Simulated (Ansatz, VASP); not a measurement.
# One calculation of Bi, two programs

The input INCAR:

```
SYSTEM = Bi
PREC = Accurate
ENCUT = 520
EDIFF = 1E-6
ISMEAR = -1
SIGMA = 0.1
LREAL = .False.
LASPH = .True.
NELM = 60
ALGO = Normal
ISIF = 2
LWAVE = .False.
LCHARG = .False.
GGA = PE
NBANDS = 14
```

Contents of KPOINTS:

```
regular mesh
0
Gamma
  14 14 13
  0 0 0
```

Contents of POSCAR:

```
Bi
1.0
    2.8286110764      0.0000000000      0.0000000000
   -1.4143055382      2.4496490496      0.0000000000
    0.0000000000      0.0000000000      2.6815725394
Bi
1
Direct
    0.0000000000      0.0000000000      0.0000000000
```

Input for Ansatz:

```yaml
crystal:
  lattice:
    - [2.8286110764, 0.0, 0.0]
    - [-1.4143055382, 2.4496490496, 0.0]
    - [0.0, 0.0, 2.6815725394]
  atoms:
    - { symbol: Bi, position: [0.0, 0.0, 0.0] }
kpoints:
  mp_grid: { grid: [14, 14, 13] }
scf:
  occupations: { method: fermi_dirac, width: 0.1 }
hamiltonian:
  xc: pbe
  pseudopotentials: { kind: all_electron, lapw: { basis_error: 0.001 } }
output:
  forces: true
  stress: true
  eigenvalues: true
  populations: true
```

Change from the starting cell: volume scaled by 0.55, LAPW.

Alike in both runs: task single point; functional PBE; k mesh 14 × 14 × 13; occupations fermi-dirac, width 0.1 eV; no spin polarisation.

|  | VASP | Ansatz |
| --- | --- | --- |
| version | VASP 6.6.1 | Ansatz 0.2.0 |
| potentials or method | VASP PAW PBE potentials, release 64 (Bi_d), cutoff 520 eV | all-electron LAPW, scalar-relativistic |

VASP gave:

* pressure (GPa): 116.7
* traceless stress, the component that is largest in VASP (GPa): -0.09

Q: What did Ansatz give for the same quantities?

A: Pressure (GPa): 116.8; traceless stress, the component that is largest in VASP (GPa): -0.08.

Both programs put the cell under a high pressure, so it lies far from rest at this level. Ansatz ran all-electron here, and VASP with PAW potentials.

Spin-orbit coupling is off throughout. Noted on VASP's run: the cell as given lies far from equilibrium.
